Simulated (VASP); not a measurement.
# WS2 (P6_3/mmc) in VASP: further runs, part 2 of 3

VASP 6.6.1. The steps go on from the part before.

## (3) Single point, PBE+D3(BJ)

This run uses another cell than the first one, of 17.44 Å³/atom.

The input, INCAR:

```
SYSTEM = WS2
PREC     = Accurate       ! precision mode
ENCUT    = 520            ! plane-wave cutoff, eV
EDIFF    = 1E-6           ! SCF threshold, eV
ISMEAR   = 0              ! smearing method
SIGMA    = 0.02           ! smearing width, eV
LREAL    = .False.        ! projectors in reciprocal space
LASPH    = .True.         ! aspherical terms in the spheres
NELM     = 60             ! most SCF steps
ALGO     = Normal         ! electronic algorithm
ISIF     = 2              ! what is computed and relaxed
LWAVE    = .False.        ! write WAVECAR
LCHARG   = .False.        ! write CHGCAR
GGA      = PE             ! functional
IVDW     = 12             ! dispersion correction
NBANDS   = 35             ! bands
```

The input, KPOINTS:

```
regular mesh
0
Gamma
  12 12 4
  0 0 0
```

The input, POSCAR:

```
WS2
1.0
    3.1541811833      0.0000000000      0.0000000000
   -1.5770905917      2.7316010329      0.0000000000
    0.0000000000      0.0000000000     12.1459218070
W S
2 4
Direct
    0.3333333333      0.6666666667      0.7500000000
    0.6666666667      0.3333333333      0.2500000000
    0.3333333333      0.6666666667      0.1203555233
    0.6666666667      0.3333333333      0.6203555233
    0.3333333333      0.6666666667      0.3796444767
    0.6666666667      0.3333333333      0.8796444767
```

Potentials or basis: VASP PAW PBE potentials, release 64 (W_sv, S).

Launch:

```
cat potpaw_PBE.64/W_sv/POTCAR potpaw_PBE.64/S/POTCAR > POTCAR
mpirun -np 1 vasp_std > vasp.out
```

OUTCAR:

```text
SYSTEM = WS2
   PREC = Accurate
   ENCUT = 520
   EDIFF = 1E-6
   ISMEAR = 0
   LREAL = .False.
   LASPH = .True.
   NELM = 60
   ISIF = 2
   GGA = PE
   IVDW = 12
 IVDW          = 12

 ion  position               nearest neighbor table
   1  0.333  0.667  0.750-   4 2.41   6 2.41   4 2.41   6 2.41   4 2.41   6 2.41
   2  0.667  0.333  0.250-   3 2.41   5 2.41   3 2.41   5 2.41   3 2.41   5 2.41
   3  0.333  0.667  0.120-   2 2.41   2 2.41   2 2.41
   4  0.667  0.333  0.620-   1 2.41   1 2.41   1 2.41
   5  0.333  0.667  0.380-   2 2.41   2 2.41   2 2.41
   6  0.667  0.333  0.880-   1 2.41   1 2.41   1 2.41

  LATTYP: Found a hexagonal cell.
 ALAT       =     3.1541811833
 C/A-ratio  =     3.8507368794

  Lattice vectors:

 A1 = (   3.1541811833,   0.0000000000,   0.0000000000)
 A2 = (  -1.5770905917,   2.7316010329,   0.0000000000)
 A3 = (   0.0000000000,   0.0000000000,  12.1459218070)

Analysis of symmetry for initial positions (statically):
=====================================================================
 Subroutine PRICEL returns:
 Original cell was already a primitive cell.

 Routine SETGRP: Setting up the symmetry group for a
 hexagonal supercell.

 Subroutine GETGRP returns: Found 24 space group operations
 (whereof 12 operations were pure point group operations)
 out of a pool of 24 trial point group operations.

The static configuration has the point symmetry D_3d.
 The point group associated with its full space group is D_6h.

Analysis of symmetry for dynamics (positions and initial velocities):
=====================================================================
 Subroutine PRICEL returns:
 Original cell was already a primitive cell.

 Routine SETGRP: Setting up the symmetry group for a
 hexagonal supercell.

 Subroutine GETGRP returns: Found 24 space group operations
 (whereof 12 operations were pure point group operations)
 out of a pool of 24 trial point group operations.

The dynamic configuration has the point symmetry D_3d.
 The point group associated with its full space group is D_6h.

 Subroutine INISYM returns: Found 24 space group operations
 (whereof 12 operations are pure point group operations),
 and found     1 'primitive' translations

----------------------------------------------------------------------------------------

                                     Primitive cell

  volume of cell :     104.6488

  direct lattice vectors                    reciprocal lattice vectors
     3.154181183  0.000000000  0.000000000     0.317039492  0.183042836  0.000000000
    -1.577090592  2.731601033  0.000000000     0.000000000  0.366085672  0.000000000
     0.000000000  0.000000000 12.145921807     0.000000000  0.000000000  0.082332162

  length of vectors
     3.154181183  3.154181183 12.145921807     0.366085672  0.366085672  0.082332162

  position of ions in fractional coordinates (direct lattice)
     0.333333333  0.666666667  0.750000000
     0.666666667  0.333333333  0.250000000
     0.333333333  0.666666667  0.120355523
     0.666666667  0.333333333  0.620355523
     0.333333333  0.666666667  0.379644477
     0.666666667  0.333333333  0.879644477

  ion indices of the primitive-cell ions
   primitive index   ion index
                 1           1
                 2           2
                 3           3
                 4           4
[... 33 lines left out ...]
  0.166667  0.000000  0.000000      6.000000
  0.250000  0.000000  0.000000      6.000000
  0.333333  0.000000  0.000000      6.000000
  0.416667  0.000000  0.000000      6.000000
[... 16 lines left out ...]
  0.250000  0.000000  0.250000     12.000000
  0.333333  0.000000  0.250000     12.000000
 [... further k-points ...]
   k-points           NKPTS =     57   k-points in BZ     NKDIM =     57   number of bands    NBANDS=     35
   number of dos      NEDOS =    301   number of ions     NIONS =      6
   total plane-waves  NPLWV =  51840
   dimension x,y,z NGX =    24 NGY =   24 NGZ =   90
   dimension x,y,z NGXF=    48 NGYF=   48 NGZF=  180
   ions per type =               2   4
   NGX,Y,Z   is equivalent  to a cutoff of  12.65, 12.65, 12.32 a.u.
   NGXF,Y,Z  is equivalent  to a cutoff of  25.30, 25.30, 24.64 a.u.
 SYSTEM =  WS2
   PREC   = accura    normal or accurate (medium, high low for compatibility)
   ISTART =      0    job   : 0-new  1-cont  2-samecut
   ICHARG =      2    charge: 1-file 2-atom 10-const
   ISPIN  =      1    spin polarized calculation?
   LNONCOLLINEAR =      F non collinear calculations
   LSORBIT =      F    spin-orbit coupling
   LASPH  =      T    aspherical Exc in radial PAW
   ENCUT  =  520.0 eV  38.22 Ry    6.18 a.u.   5.86  5.86 22.58*2*pi/ulx,y,z
   NELM   =     60;   NELMIN=  2; NELMDL= -5     # of ELM steps
   EDIFF  = 0.1E-05   stopping-criterion for ELM
   LREAL  =      F    real-space projection
   EDIFFG = 0.1E-04   stopping-criterion for IOM
   NSW    =      0    number of steps for IOM
   IBRION =     -1    ionic relax: 0-MD 1-quasi-New 2-CG
   NFREE  =      0    steps in history (QN), initial steepest desc. (CG)
   ISIF   =      2    stress and relaxation
   ISYM   =      2    0-nonsym 1-usesym 2-fastsym
   POTIM  = 0.5000    time-step for ionic-motion
   TEBEG  =    0.0;   TEEND  =   0.0 temperature during run
   PSTRESS=    0.0 pullay stress
   NELECT =      52.0000    total number of electrons
   NUPDOWN=      -1.0000    fix difference up-down
   EMIN   =  10.00;   EMAX   =-10.00  energy-range for DOS
   EFERMI =   0.00;   METHOD = LEGACY
   ISMEAR =     0;   SIGMA  =   0.02  broadening in eV -4-tet -1-fermi 0-gaus
   EFERMI_NEDOS =   21; number of points for ismear=-14 and -15
   IALGO  =     38    algorithm
   IMIX   =      4    mixing-type and parameters
     AMIX     =   0.40;   BMIX     =  1.00
     AMIX_MAG =   1.60;   BMIX_MAG =  1.00
  volume/ion in A,a.u.               =      17.44       117.70
  Fermi-wavevector in a.u.,A,eV,Ry     =   1.296675  2.450361 22.876375  1.681366
  Thomas-Fermi vector in A             =   2.428116
   LORBIT       =      0    0 simple, 1 ext, 2 COOP (PROOUT), +10 PAW based schemes
   GGA     = PE    functional components
   LHFCALC =     F    Hartree Fock is set to
   AEXX    =    0.0000 exact exchange contribution
   IVDW    =    12    specifies the selected vdW correction
   LEPSILON=     F    determine dielectric tensor
   LRPA    =     F    only Hartree local field effects (RPA)
 non-spin polarized calculation
 Gauss-broadening in eV      SIGMA  =   0.02
  energy-cutoff  :      520.00
  volume of cell :      104.65
 maximum number of plane-waves:      2843
 NGX is ok and might be reduce to    24
   NGX = 11   NGY = 11   NGZ = 45

 number of electron      51.9999998 magnetization

 Free energy of the ion-electron system (eV)
  ---------------------------------------------------
  ext. energy  EPLUGINS =         0.00000000
  ---------------------------------------------------
  free energy    TOTEN  =       -47.19055198 eV

  energy without entropy =      -47.19055198  energy(sigma->0) =      -47.19055198

 E-fermi :   7.9174     XC(G=0): -11.0751

 val. band max:        7.7232529335   @ k =   0.0000   0.0000   0.0000
 cond. band min:       8.6322417083   @ k =   0.1667   0.1667   0.0000
 fundamental gap:      0.9089887748
 Fermi energy:         7.9173693378

 k-point     1 :       0.0000    0.0000    0.0000
  band No.  band energies     occupation
      1     -66.9251      2.00000
      2     -66.9251      2.00000
      3     -31.1825      2.00000
      4     -31.1825      2.00000
      5     -31.0046      2.00000
      6     -31.0046      2.00000
[... 901 lines left out ...]
     34      11.7234      0.00000
     35      13.4665      0.00000

 [... further k-points ...]

------------------------ aborting loop because EDIFF is reached ----------------------------------------

 Edisp (eV)   -2.60941

 E8    (eV) :    -1.0966

  FORCE on cell =-STRESS in cart. coord.  units (eV):
  Direction    XX          YY          ZZ          XY          YZ          ZX
  --------------------------------------------------------------------------------------
  -------------------------------------------------------------------------------------
  Total      -0.02730    -0.02730    -0.03158     0.00000    -0.00000     0.00000
  in kB      -0.41802    -0.41802    -0.48346     0.00000    -0.00000     0.00000
  external pressure =       -0.44 kB  Pullay stress =        0.00 kB

 VOLUME and BASIS-vectors are now :
 -----------------------------------------------------------------------------
  energy-cutoff  :      520.00
  volume of cell :      104.65
      direct lattice vectors                 reciprocal lattice vectors
     3.154181183  0.000000000  0.000000000     0.317039492  0.183042836  0.000000000
    -1.577090592  2.731601033  0.000000000     0.000000000  0.366085672  0.000000000
     0.000000000  0.000000000 12.145921807     0.000000000  0.000000000  0.082332162

 POSITION                                       TOTAL-FORCE (eV/Angst)
 -----------------------------------------------------------------------------------
     -0.00000      1.82107      9.10944         0.000000     -0.000000     -0.000000
      1.57709      0.91053      3.03648        -0.000000      0.000000     -0.000000
     -0.00000      1.82107      1.46183         0.000000     -0.000000     -0.004374
      1.57709      0.91053      7.53479        -0.000000      0.000000     -0.004374
     -0.00000      1.82107      4.61113         0.000000     -0.000000      0.004374
      1.57709      0.91053     10.68409        -0.000000      0.000000      0.004374
 -----------------------------------------------------------------------------------
    total drift:                               -0.000000      0.000000     -0.000000

  FREE ENERGIE OF THE ION-ELECTRON SYSTEM (eV)
  ---------------------------------------------------
  free  energy   TOTEN  =       -49.7999570183 eV

  energy  without entropy=      -49.7999570183  energy(sigma->0) =      -49.79995702
```

It took 2.7 min on 1 thread of Intel Xeon Platinum 8488C (Sapphire Rapids), shared host; peak memory 0.32 GiB.

What came out:

| Property | Result |
| --- | --- |
| Free energy | -49.8000 eV |
| Pressure | 0.0 GPa |
| Largest force | 0.004 eV/Å |
| Band gap on the k mesh | 0.91 eV (least direct gap 1.83 eV) |
| Dispersion energy per atom | -0.435 eV |

Forces in eV/Å, atoms in the order of the input:
```
W    0.000  0.000  0.000
W    0.000  0.000  0.000
S    0.000  0.000 -0.004
S    0.000  0.000 -0.004
S    0.000  0.000  0.004
S    0.000  0.000  0.004
```

Caveat: spin-orbit coupling is left out, which moves the levels of the heavy elements.

## (4) Single point, PBE+D3(BJ)

This run uses another cell than the first one, of 17.44 Å³/atom.

The input, INCAR:

```
PREC = Accurate
ENCUT = 520
EDIFF = 1E-6
ISMEAR = 0
SIGMA = 0.02
LREAL = False
LASPH = True
NELM = 60
ALGO = Normal
ISIF = 2
LWAVE = False
LCHARG = False
GGA = PE
IVDW = 12
NBANDS = 35
```

The input, KPOINTS:

```
Automatic mesh
0
Gamma
  12 12 4
```

POSCAR is that of step 3.

Launch:

```
cat potpaw_PBE.64/W_sv/POTCAR potpaw_PBE.64/S/POTCAR > POTCAR
mpirun -np 1 vasp_std > vasp.out
```

It took 2.7 min on 1 thread of Intel Xeon Platinum 8488C (Sapphire Rapids), shared host; peak memory 0.32 GiB.

It converged, with:

```
Free energy                : -49.8000 eV
Pressure                   : 0.0 GPa
Largest force              : 0.004 eV/Å
Band gap on the k mesh     : 0.91 eV (least direct gap 1.83 eV)
Dispersion energy per atom : -0.435 eV
```

Forces in eV/Å, atoms in the order of the input:
```
W    0.000  0.000  0.000
W    0.000  0.000  0.000
S    0.000  0.000 -0.004
S    0.000  0.000 -0.004
S    0.000  0.000  0.004
S    0.000  0.000  0.004
```

Levels at points of the mesh, in eV from the valence-band top:
```
           k point  band 24  band 25  band 26  band 27  band 28  band 29
(0.00, 0.00, 0.00)    -1.42    -1.28     0.00     2.26     2.26     2.28
(0.50, 0.00, 0.00)    -1.78    -1.78    -1.56     2.29     2.34     2.55
(0.00, 0.00, 0.50)    -2.24    -0.31    -0.31     2.25     2.25     2.25
(0.50, 0.00, 0.50)    -1.90    -1.65    -1.65     2.31     2.31     2.75
```

Caveat: spin-orbit coupling is left out, which moves the levels of the heavy elements. A k mesh can miss the band edges.

(Part 2 of 3 ends here.)
